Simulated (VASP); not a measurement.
A run of VASP 6.6.1:

INCAR

```
SYSTEM = Ta
ALGO = Normal
EDIFF = 1E-7
ENCUT = 520
GGA = RE
ISIF = 2
ISMEAR = -1
LASPH = .TRUE.
LCHARG = .FALSE.
LREAL = .FALSE.
LWAVE = .FALSE.
NBANDS = 18
NELM = 80
PREC = Accurate
SIGMA = 0.1
```

KPOINTS

```
k-points
0
G
  9 9 9
  0 0 0
```

The input POSCAR:

```
Ta
1.0
    0.0000000000      3.0725185201      3.0725185201
    3.0725185201      0.0000000000      3.0725185201
    3.0725185201      3.0725185201      0.0000000000
Ta
2
Direct
    0.1250000000      0.1250000000      0.1250000000
    0.8750000000      0.8750000000      0.8750000000
```

Potentials or basis: VASP PAW PBE potentials, release 64 (Ta_pv).

Launch:

```sh
$ cat potpaw_PBE.64/Ta_pv/POTCAR > POTCAR
$ mpirun -np 1 vasp_std > vasp.out
```

Hardware: 1 thread of Intel(R) Xeon(R) 6975P-C (Granite Rapids), on a shared host.

Task: How long does it take, and how much memory?

Result: Run time: 10 s on 1 thread of Intel(R) Xeon(R) 6975P-C (Granite Rapids), on a shared host, peak memory 0.18 GiB. Counts: scf iterations 13, k points 35.
